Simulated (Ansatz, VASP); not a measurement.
Au: VASP beside Ansatz

```xyz
1
Lattice="-1.6573 1.6573 1.6573 1.6573 -1.6573 1.6573 1.6573 1.6573 -1.6573" Properties=species:S:1:pos:R:3 pbc="T T T"
Au    0.0000    0.0000    0.0000
```

Alike in both runs: task relaxation of cell and atoms; functional PBEsol; dispersion D4; k mesh 11 × 11 × 11; occupations fermi-dirac, width 0.05 eV; no spin polarisation.

|  | VASP | Ansatz |
| --- | --- | --- |
| version | VASP 6.6.1 | Ansatz 0.2.0 |
| potentials or method | VASP PAW PBE potentials, release 64 (Au) | Ansatz PAW |
| plane-wave cutoff (eV) | 600 | 420 |
| valence electrons in the cell | 11 | 19 |

```tsv
	VASP	Ansatz	Ansatz less VASP
gap on the k mesh at the Fermi level, each at its own relaxed structure (eV)	none	none	-
relaxed volume (Å³/atom)	16.73	16.75	+0.018
relaxed cell length with the largest relative difference (Å)	2.791	2.792	+0.0010
```

VASP's potentials were made for PBE, not for PBEsol. A gap of «none» marks a metal or a gap that the smearing closes. VASP's potentials hold 11 valence electrons a cell and Ansatz's 19, so a difference there can come from the potentials and not from the codes.

Spin-orbit coupling is off throughout. Noted on Ansatz's run: the plane-wave basis is chosen anew once the cell has moved, so the energies of steps on either side of that aren't comparable.
